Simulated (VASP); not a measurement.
# SnO2: single point with PBEsol+D4

Crystal: SnO2.

```
Sn O
1.0
     4.78800    0.00000    0.00000
     0.00000    4.86658    0.00000
     0.00000    0.00000    3.24090
Sn O
2 4
Cartesian
  2.3940 2.4333 1.6204
  0.0000 0.0000 0.0000
  1.3974 1.5624 0.0000
  3.7914 0.8709 1.6204
  0.9966 3.9957 1.6204
  3.3906 3.3042 0.0000
```

```
Program             : VASP 6.6.1
Task                : single point
Functional          : PBEsol
Dispersion          : D4
Potentials or basis : VASP PAW PBE potentials, release 64 (Sn_d, O)
Cutoff              : 520 eV
k mesh              : 4 × 4 × 6
Occupations         : gaussian, width 0.02 eV
Spin                : no spin polarisation
```

```
Pressure                   : -7.6 GPa
Largest force              : 0.106 eV/Å
Band gap on the k mesh     : 0.72 eV
Dispersion energy per atom : -0.146 eV
```

Forces on the atoms (eV/Å):
```
Sn   0.000  0.000  0.000
Sn   0.000  0.000  0.000
O    0.105 -0.017  0.000
O    0.105  0.017  0.000
O   -0.105 -0.017  0.000
O   -0.105  0.017  0.000
```

Stress tensor (GPa, compression positive):
```
-7.12  0.00  0.00
 0.00 -7.37  0.00
 0.00  0.00 -8.24
```

Levels at points of the mesh, in eV from the valence-band top:
| k point | band 22 | band 23 | band 24 | band 25 | band 26 | band 27 | band 28 | band 29 | band 30 | band 31 |
| --- | --- | --- | --- | --- | --- | --- | --- | --- | --- | --- |
| (0.00, 0.00, 0.00) | -1.18 | -1.14 | -0.63 | -0.62 | 0.00 | 0.72 | 5.63 | 5.92 | 6.08 | 10.04 |
| (0.50, 0.00, 0.00) | -1.72 | -1.12 | -1.12 | -0.44 | -0.44 | 3.79 | 3.79 | 6.51 | 6.51 | 10.41 |
| (0.00, 0.50, 0.00) | -1.91 | -1.11 | -1.11 | -0.56 | -0.56 | 3.95 | 3.95 | 6.96 | 6.96 | 10.23 |
| (0.50, 0.50, 0.00) | -1.81 | -1.24 | -1.24 | -0.73 | -0.73 | 4.27 | 4.27 | 7.07 | 7.07 | 10.41 |
| (0.00, 0.00, 0.50) | -2.52 | -1.46 | -1.46 | -1.05 | -1.05 | 5.57 | 5.57 | 9.26 | 9.26 | 10.16 |
| (0.50, 0.00, 0.50) | -1.72 | -0.82 | -0.82 | -0.71 | -0.71 | 5.87 | 5.87 | 7.63 | 7.63 | 10.29 |
| (0.00, 0.50, 0.50) | -1.43 | -1.03 | -1.03 | -0.61 | -0.61 | 5.77 | 5.77 | 7.41 | 7.41 | 10.74 |
| (0.50, 0.50, 0.50) | -2.36 | -0.84 | -0.84 | -0.66 | -0.66 | 4.33 | 4.33 | 8.52 | 8.52 | 10.52 |

Wall time 56 s on 1 thread of AMD EPYC 9R45 (Zen 5), on a shared host, peak memory 0.18 GiB.

Caveat: the cell stands under tension; the PAW data sets were made with another functional, which shifts forces and pressure a little; spin-orbit coupling is left out, which moves the levels of the heavy elements.
